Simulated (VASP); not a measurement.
# SiC (P6_3mc) in VASP: single point with LDA

Aim: the single point of SiC with LDA.

Everything below comes from runs of VASP 6.6.1. Logs are shortened: lines on timing, memory, paths and dates and some standing lists are left out, and cuts for length are marked.

## Step 1: The cell of the first run

The structure is hexagonal, space group P6_3mc (No. 186). Conventional cell: a = 3.059 Å, b = 3.059 Å, c = 15.011 Å, α = 90.00°, β = 90.00°, γ = 120.00°. Within 2.5 Å of Si (site symmetry 3m) lie 4 C at 1.87 to 1.88 Å. Si (site symmetry 3m) has 4 C at 1.87 to 1.88 Å within 2.5 Å. Si (site symmetry 3m) has 4 C at 1.87 to 1.88 Å within 2.5 Å. C (site symmetry 3m) has 4 Si at 1.87 to 1.88 Å within 2.5 Å. Within 2.5 Å of C (site symmetry 3m) lie 4 Si at 1.87 to 1.88 Å. C (site symmetry 3m) has 4 Si at 1.87 to 1.88 Å within 2.5 Å.

## Step 2: Single point, LDA

Input file INCAR:

```
ALGO = Normal
EDIFF = 1E-6
ENCUT = 520
GGA = CA
ISIF = 2
ISMEAR = 0
LASPH = True
LCHARG = True
LELF = True
LREAL = False
LVHAR = True
LWAVE = False
NBANDS = 36
NELM = 100
PREC = Accurate
SIGMA = 0.05
```

Input file KPOINTS:

```
k-points
0
Gamma
  12 12 2
```

Input file POSCAR:

```
SiC
1.0
    3.0592447673      0.0000000000      0.0000000000
   -1.5296223837      2.6493836849      0.0000000000
    0.0000000000      0.0000000000     15.0108680938
Si C
6 6
Direct
    0.0000000000      0.0000000000      0.1250400880
    0.0000000000      0.0000000000      0.6250400880
    0.3333333333      0.6666666667      0.2918179803
    0.6666666667      0.3333333333      0.7918179803
    0.3333333333      0.6666666667      0.9583073463
    0.6666666667      0.3333333333      0.4583073463
    0.0000000000      0.0000000000      0.9996873929
    0.0000000000      0.0000000000      0.4996873929
    0.3333333333      0.6666666667      0.1668280638
    0.6666666667      0.3333333333      0.6668280638
    0.3333333333      0.6666666667      0.8333191288
    0.6666666667      0.3333333333      0.3333191288
```

Potentials or basis: VASP PAW LDA potentials, release 64 (Si, C).

On the command line:

```console
$ cat potpaw_LDA.64/Si/POTCAR potpaw_LDA.64/C/POTCAR > POTCAR
$ mpirun -np 1 vasp_std > vasp.out
```

OUTCAR:

```text
EDIFF = 1E-6
   ENCUT = 520
   GGA = CA
   ISIF = 2
   ISMEAR = 0
   LASPH = True
   LREAL = False
   NELM = 100
   PREC = Accurate

 ion  position               nearest neighbor table
   1  0.000  0.000  0.125-   9 1.87   9 1.87   9 1.87   7 1.88   5 3.06   5 3.06   5 3.06   3 3.06
                             3 3.06   3 3.06
   2  0.000  0.000  0.625-  10 1.87  10 1.87  10 1.87   8 1.88   6 3.06   6 3.06   6 3.06   4 3.06
                             4 3.06   4 3.06
   3  0.333  0.667  0.292-  12 1.87  12 1.87  12 1.87   9 1.88   6 3.06   6 3.06   6 3.06   1 3.06
                             1 3.06   1 3.06
   4  0.667  0.333  0.792-  11 1.87  11 1.87  11 1.87  10 1.88   5 3.06   5 3.06   5 3.06   2 3.06
                             2 3.06   2 3.06
   5  0.333  0.667  0.958-   7 1.87   7 1.87   7 1.87  11 1.88   4 3.06   4 3.06   4 3.06   1 3.06
                             1 3.06   1 3.06
   6  0.667  0.333  0.458-   8 1.87   8 1.87   8 1.87  12 1.88   3 3.06   3 3.06   3 3.06   2 3.06
                             2 3.06   2 3.06
   7  0.000  0.000  1.000-   5 1.87   5 1.87   5 1.87   1 1.88
   8  0.000  0.000  0.500-   6 1.87   6 1.87   6 1.87   2 1.88
   9  0.333  0.667  0.167-   1 1.87   1 1.87   1 1.87   3 1.88
  10  0.667  0.333  0.667-   2 1.87   2 1.87   2 1.87   4 1.88
  11  0.333  0.667  0.833-   4 1.87   4 1.87   4 1.87   5 1.88
  12  0.667  0.333  0.333-   3 1.87   3 1.87   3 1.87   6 1.88

  LATTYP: Found a hexagonal cell.
 ALAT       =     3.0592447673
 C/A-ratio  =     4.9067234679

  Lattice vectors:

 A1 = (   3.0592447673,   0.0000000000,   0.0000000000)
 A2 = (  -1.5296223837,   2.6493836849,   0.0000000000)
 A3 = (   0.0000000000,   0.0000000000,  15.0108680938)

Analysis of symmetry for initial positions (statically):
=====================================================================
 Subroutine PRICEL returns:
 Original cell was already a primitive cell.

 Routine SETGRP: Setting up the symmetry group for a
 hexagonal supercell.

 Subroutine GETGRP returns: Found 12 space group operations
 (whereof  6 operations were pure point group operations)
 out of a pool of 24 trial point group operations.

The static configuration has the point symmetry C_3v.
 The point group associated with its full space group is C_6v.

Analysis of symmetry for dynamics (positions and initial velocities):
=====================================================================
[... 136 lines left out ...]
   NFREE  =      0    steps in history (QN), initial steepest desc. (CG)
   ISIF   =      2    stress and relaxation
   ISYM   =      2    0-nonsym 1-usesym 2-fastsym
   POTIM  = 0.5000    time-step for ionic-motion
   TEBEG  =    0.0;   TEEND  =   0.0 temperature during run
   PSTRESS=    0.0 pullay stress
   NELECT =      48.0000    total number of electrons
   NUPDOWN=      -1.0000    fix difference up-down
   EMIN   =  10.00;   EMAX   =-10.00  energy-range for DOS
   EFERMI =   0.00;   METHOD = LEGACY
   ISMEAR =     0;   SIGMA  =   0.05  broadening in eV -4-tet -1-fermi 0-gaus
   EFERMI_NEDOS =   21; number of points for ismear=-14 and -15
   IALGO  =     38    algorithm
   IMIX   =      4    mixing-type and parameters
     AMIX     =   0.40;   BMIX     =  1.00
     AMIX_MAG =   1.60;   BMIX_MAG =  1.00
  volume/ion in A,a.u.               =      10.14        68.42
  Fermi-wavevector in a.u.,A,eV,Ry     =   1.200698  2.268989 19.615173  1.441675
  Thomas-Fermi vector in A             =   2.336526
   LORBIT       =      0    0 simple, 1 ext, 2 COOP (PROOUT), +10 PAW based schemes
   GGA     = CA    functional components
   LHFCALC =     F    Hartree Fock is set to
   AEXX    =    0.0000 exact exchange contribution
   IVDW    =     0    specifies the selected vdW correction
   LEPSILON=     F    determine dielectric tensor
   LRPA    =     F    only Hartree local field effects (RPA)
 non-spin polarized calculation
 Gauss-broadening in eV      SIGMA  =   0.05
  energy-cutoff  :      520.00
  volume of cell :      121.66
 maximum number of plane-waves:      3319
 NGX is ok and might be reduce to    24
   NGX = 11   NGY = 11   NGZ = 55

 number of electron      47.9999996 magnetization

 Free energy of the ion-electron system (eV)
  ---------------------------------------------------
  ext. energy  EPLUGINS =         0.00000000
  ---------------------------------------------------
  free energy    TOTEN  =       -99.86910663 eV

  energy without entropy =      -99.86910663  energy(sigma->0) =      -99.86910663

 E-fermi :   8.5426     XC(G=0): -11.6409

 val. band max:        8.3391447914   @ k =   0.0000   0.0000   0.0000
 cond. band min:      10.3049238308   @ k =   0.5000   0.0000   0.0000
 fundamental gap:      1.9657790395
 Fermi energy:         8.5426378149

 k-point     1 :       0.0000    0.0000    0.0000
  band No.  band energies     occupation
      1      -7.1884      2.00000
      2      -6.6563      2.00000
      3      -6.6206      2.00000
      4      -5.0879      2.00000
      5      -5.0597      2.00000
      6      -3.4939      2.00000
[... 925 lines left out ...]
     35      16.2467      0.00000
     36      16.2467      0.00000

 [... further k-points ...]
[... 5 lines left out ...]
  --------------------------------------------------------------------------------------
  -------------------------------------------------------------------------------------
  Total        0.3069460      0.3069460      0.3098048     -0.0000000      0.0000000      0.0000000
  in kB        4.0421058      4.0421058      4.0797520     -0.0000000      0.0000000      0.0000000
  external PRESSURE =       4.0546545 kB  Pullay stress =       0.0000000 kB

 VOLUME and BASIS-vectors are now :
 -----------------------------------------------------------------------------
  energy-cutoff  :      520.00
  volume of cell :      121.66
      direct lattice vectors                 reciprocal lattice vectors
     3.059244767  0.000000000  0.000000000     0.326878062  0.188723137  0.000000000
    -1.529622384  2.649383685  0.000000000     0.000000000  0.377446274  0.000000000
     0.000000000  0.000000000 15.010868094     0.000000000  0.000000000  0.066618399

 POSITION                                       TOTAL-FORCE (eV/Angst)
 -----------------------------------------------------------------------------------
      0.00000      0.00000      1.87696         0.000000     -0.000000      0.001058
      0.00000      0.00000      9.38239         0.000000     -0.000000      0.001058
     -0.00000      1.76626      4.38044        -0.000000     -0.000000     -0.000149
      1.52962      0.88313     11.88588         0.000000     -0.000000     -0.000149
     -0.00000      1.76626     14.38503         0.000000     -0.000000     -0.000931
      1.52962      0.88313      6.87959        -0.000000      0.000000     -0.000931
      0.00000      0.00000     15.00618        -0.000000     -0.000000     -0.000238
      0.00000      0.00000      7.50074         0.000000      0.000000     -0.000238
     -0.00000      1.76626      2.50423         0.000000     -0.000000      0.000326
      1.52962      0.88313     10.00967        -0.000000     -0.000000      0.000326
     -0.00000      1.76626     12.50884         0.000000     -0.000000     -0.000067
      1.52962      0.88313      5.00341        -0.000000     -0.000000     -0.000067
 -----------------------------------------------------------------------------------
    total drift:                               -0.000000     -0.000000      0.000421

  FREE ENERGIE OF THE ION-ELECTRON SYSTEM (eV)
  ---------------------------------------------------
  free  energy   TOTEN  =       -99.8691066300 eV

  energy  without entropy=      -99.8691066300  energy(sigma->0) =      -99.86910663
```

OSZICAR:

```text
N       E                     dE             d eps       ncg     rms          rms(c)
DAV:   1     0.113348941606E+03    0.11335E+03   -0.21887E+04  2736   0.121E+03
DAV:   2    -0.100617483006E+03   -0.21397E+03   -0.19988E+03  3588   0.208E+02
DAV:   3    -0.112268494868E+03   -0.11651E+02   -0.11573E+02  3616   0.464E+01
DAV:   4    -0.112443853970E+03   -0.17536E+00   -0.17500E+00  3536   0.666E+00
DAV:   5    -0.112447625881E+03   -0.37719E-02   -0.37692E-02  3500   0.926E-01    0.227E+01
DAV:   6    -0.100384700191E+03    0.12063E+02   -0.35734E+01  3388   0.220E+01    0.105E+01
DAV:   7    -0.999903999981E+02    0.39430E+00   -0.35040E+00  3624   0.717E+00    0.411E+00
DAV:   8    -0.998871981493E+02    0.10320E+00   -0.23311E-01  3268   0.190E+00    0.144E+00
DAV:   9    -0.998689597647E+02    0.18238E-01   -0.33562E-02  3380   0.806E-01    0.177E-01
DAV:  10    -0.998691010242E+02   -0.14126E-03   -0.16492E-03  3352   0.189E-01    0.961E-02
DAV:  11    -0.998691173796E+02   -0.16355E-04   -0.63712E-05  3516   0.427E-02    0.269E-02
DAV:  12    -0.998691075108E+02    0.98688E-05   -0.20761E-05  3380   0.195E-02    0.138E-02
DAV:  13    -0.998691066300E+02    0.88083E-06   -0.49116E-06  3168   0.894E-03
   1 F= -.99869107E+02 E0= -.99869107E+02  d E =-.125621E-10
```

stdout:

```text
POSCAR found type information on POSCAR SiC
 POSCAR found :  2 types and      12 ions
 scaLAPACK will be used
 LDA part: xc-table for (Slater(with rela. corr.)+CA(PZ))
 , standard interpolation
 POSCAR, INCAR and KPOINTS ok, starting setup
 FFT: planning ... GRIDC
 FFT: planning ... GRID_SOFT
 FFT: planning ... GRID
 WAVECAR not read
 entering main loop
```

Run time: 1.9 min. Hardware: 1 thread of Intel Xeon Platinum 8375C at 2.90GHz (Ice Lake), shared host; peak memory 0.26 GiB.

Results:

```
Free energy            : -99.8691 eV
Pressure               : 0.4 GPa
Band gap on the k mesh : 1.97 eV, indirect (least direct gap 3.07 eV)
```

Levels at points of the mesh, in eV from the valence-band top:
```tsv
k point	band 22	band 23	band 24	band 25	band 26	band 27
(0.00, 0.00, 0.00)	-0.04	0.00	0.00	5.31	5.48	5.90
(0.50, 0.00, 0.00)	-1.80	-1.69	-1.11	1.97	2.16	3.16
(0.00, 0.00, 0.50)	-0.10	-0.10	-0.10	5.38	5.38	6.13
(0.50, 0.00, 0.50)	-1.73	-1.32	-1.32	2.01	2.01	3.38
```

A k mesh can miss the band edges.
